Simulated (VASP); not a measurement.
# Yb: electric field gradients with r2SCAN

The system is Yb.

```
CELL_PARAMETERS angstrom
3.87990 0.00000 0.00000
-1.93995 3.36009 0.00000
0.00000 0.00000 6.38590
ATOMIC_POSITIONS crystal
Yb 0.33333 0.66667 0.25000
Yb 0.66667 0.33333 0.75000
```

This isn't the form of Yb at room conditions, which is fcc.

```
Program                : VASP 6.6.1
Task                   : electric field gradients
Functional             : r2SCAN
Potentials or basis    : VASP PAW PBE potentials, release 64 (Yb)
Cutoff                 : 520 eV
k mesh                 : 11 × 11 × 6
Occupations            : fermi-dirac, width 0.03 eV
Spin                   : no spin polarisation
Dipole correction      : no
Further INCAR settings : ALGO = Normal; EDIFF = 1e-08; NBANDS = 31
```

- Pressure: -2.8 GPa
- Band gap on the k mesh: zero (bands 24 and 25 overlap by 0.19 eV)
- Largest electric field gradient by atom: Yb -28.8 V/Å²

Stress tensor (GPa, compression positive):
```
-2.90  0.00  0.00
 0.00 -2.90  0.00
 0.00  0.00 -2.56
```

Levels at points of the mesh, in eV from the Fermi level:
```
           k point  band 21  band 22  band 23  band 24  band 25  band 26  band 27  band 28
(0.00, 0.00, 0.00)    -0.28    -0.28    -0.27    -0.27     0.00     2.96     3.00     3.00
(0.00, 0.00, 0.50)    -0.26    -0.26    -0.26    -0.26     1.61     1.61     3.00     3.00
```

Electric field gradients, principal values (V/Å²):
| atom | least | middle | greatest (by size) |
| --- | --- | --- | --- |
| 1 Yb | 14.385 | 14.391 | -28.776 |
| 2 Yb | 14.385 | 14.391 | -28.776 |

It took 20 min on 1 thread of Intel(R) Xeon(R) 6975P-C (Granite Rapids) (shared host), peak memory 0.3 GiB.

Caveat: without QUAD_EFG the Cq values of the log hold for a quadrupole moment of 1 mb, not for the nuclei; the PAW data sets were made with another functional, which shifts forces and pressure a little; spin-orbit coupling is left out, which moves the levels of the heavy elements. Spin polarisation is off, so any magnetic state and its effect on volume and gap are missing.
